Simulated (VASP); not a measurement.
Runs of VASP 6.6.1 on Pb2S3. The structure is that of space group Pm-3m (No. 221), or close to it. The cells are those of the table. 

| task | level | cell | k mesh | cutoff (eV) | gap on the mesh (eV) | pressure (GPa) |
| --- | --- | --- | --- | --- | --- | --- |
| single point | r2SCAN+rVV10 | a = 5.105 Å, 5 atoms | 6 × 6 × 6 | 520 | none | -0.2 |
| single point | PBEsol | a = 5.093 Å, 5 atoms | 4 × 4 × 4 | 520 | none | -0.1 |
| single point | r2SCAN+rVV10 | a = 5.105 Å, 5 atoms | 4 × 4 × 4 | 520 | none | (a) |
| relaxation of cell and atoms | PBEsol | relaxed from a = 5.164 Å, 5 atoms | 4 × 4 × 4 | 600 | none | 0.0 |

Alike in all rows: potentials or basis VASP PAW PBE potentials, release 64 (Pb_d, S); no spin polarisation; smearing fermi-dirac 0.03 eV.

Q: Estimate the missing entries.

A: (a) 0.1.

Caveats: the PAW data sets were made with another functional, which shifts forces and pressure a little; spin-orbit coupling is left out, which moves the levels of the heavy elements.

A k mesh can miss the band edges, and the runs leave out spin-orbit coupling on Pb.

A gap of «none» marks levels without a gap at the run's occupations.
